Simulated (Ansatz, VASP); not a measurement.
KF in VASP and in Ansatz

INCAR

```
SYSTEM = KF
  PREC = Accurate
  ENCUT = 520
  EDIFF = 1E-7
  ISMEAR = 0
  SIGMA = 0.01
  LREAL = .FALSE.
  LASPH = .TRUE.
  NELM = 80
  ALGO = Normal
  ISIF = 2
  LWAVE = .FALSE.
  LCHARG = .FALSE.
  GGA = PS
  NBANDS = 15
```

The input KPOINTS:

```
regular mesh
0
G
  8 8 8
  0 0 0
```

File POSCAR:

```
KF
1.0
    2.6541874404      2.6541874404      0.0000000000
   -2.6541874404      2.6541874404      0.0000000000
    0.0000000000      2.6541874404      2.6541874404
K F
1 1
Direct
    0.0000000000      0.0000000000      0.0000000000
    0.5000000000      0.5000000000      0.0000000000
```

Input for Ansatz:

```yaml
crystal:
  lattice:
    - [2.65418744043, 2.65418744043, 0.0]
    - [-2.65418744043, 2.65418744043, 0.0]
    - [0.0, 2.65418744043, 2.65418744043]
  atoms:
    - { symbol: K, position: [0.0, 0.0, 0.0] }
    - { symbol: F, position: [0.5, 0.5, 0.0] }
kpoints:
  mp_grid: { grid: [8, 8, 8] }
scf:
  occupations: { method: fixed }
  convergence: { dr2_threshold: 1.0e-10 }
hamiltonian:
  xc: pbesol
  pseudopotentials: { kind: all_electron, lapw: { basis_error: 0.0005 } }
output:
  forces: true
  stress: true
  eigenstates:
    kpoints:
      - [0.0, 0.0, 0.0]
      - [-0.5, 0.5, 0.0]
      - [-0.5, -0.5, -0.5]
      - [0.0, 0.0, -0.5]
      - [0.0, -0.5, -0.5]
      - [0.0, 0.5, 0.0]
      - [-0.5, 0.0, 0.0]
      - [-0.5, 0.0, -0.5]
  eigenvalues: true
```

Change from the starting cell: unstrained.

Alike in both runs: task single point; functional PBEsol; k mesh 8 × 8 × 8; no spin polarisation.

|  | VASP | Ansatz |
| --- | --- | --- |
| version | VASP 6.6.1 | Ansatz 0.2.0 |
| potentials or method | VASP PAW PBE potentials, release 64 (K_sv, F), cutoff 520 eV | all-electron LAPW, scalar-relativistic |
| occupations | gaussian, width 0.01 eV | fixed |

|  | VASP | Ansatz | Ansatz less VASP |
| --- | --- | --- | --- |
| gap on the k mesh at the Fermi level (eV) | 6.13 | 6.14 | +0.012 |
| pressure (GPa) | 0.0 | 0.0 | -0.06 |

VASP's potentials were made for PBE, not for PBEsol. Ansatz ran all-electron here, and VASP with PAW potentials.
